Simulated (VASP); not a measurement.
A run of VASP 6.6.1 is set up as follows.

POSCAR

```
NaF
1.0
    0.0000000000      2.2726397722      2.2726397722
    2.2726397722      0.0000000000      2.2726397722
    2.2726397722      2.2726397722      0.0000000000
Na F
1 1
Direct
    0.0000000000      0.0000000000      0.0000000000
    0.5000000000      0.5000000000      0.5000000000
```

Contents of INCAR.step1:

```
ALGO = Normal
EDIFF = 1E-4
ENCUT = 520
GGA = PE
ISMEAR = -1
LASPH = T
LCHARG = F
LREAL = F
LWAVE = T
NBANDS = 14
NELM = 100
PREC = Accurate
SIGMA = 0.05
```

The input INCAR.step2:

```
ALGO = Normal
EDIFF = 1E-6
ENCUT = 520
ISIF = 2
ISMEAR = -1
ISTART = 1
LASPH = T
LCHARG = T
LELF = T
LMIXTAU = T
LREAL = F
LVHAR = T
LWAVE = F
METAGGA = R2SCAN
NBANDS = 14
NELM = 100
PREC = Accurate
SIGMA = 0.05
```

The input KPOINTS:

```
k-points
0
Gamma
  10 10 10
```

Potentials or basis: VASP PAW PBE potentials, release 64 (Na_pv, F).

The run is started by

```sh
$ cat potpaw_PBE.64/Na_pv/POTCAR potpaw_PBE.64/F/POTCAR > POTCAR
$ cp INCAR.step1 INCAR
$ mpirun -np 1 vasp_std > vasp.out
$ cp INCAR.step2 INCAR
$ mpirun -np 1 vasp_std > vasp.out
```

(1) Predict the band gap on the k mesh.

(2) Estimate the pressure.

Answers

(1) 7.51 eV, direct.

(2) 1.2 GPa.

Caveat: the PAW data sets were made with another functional, which shifts forces and pressure a little.
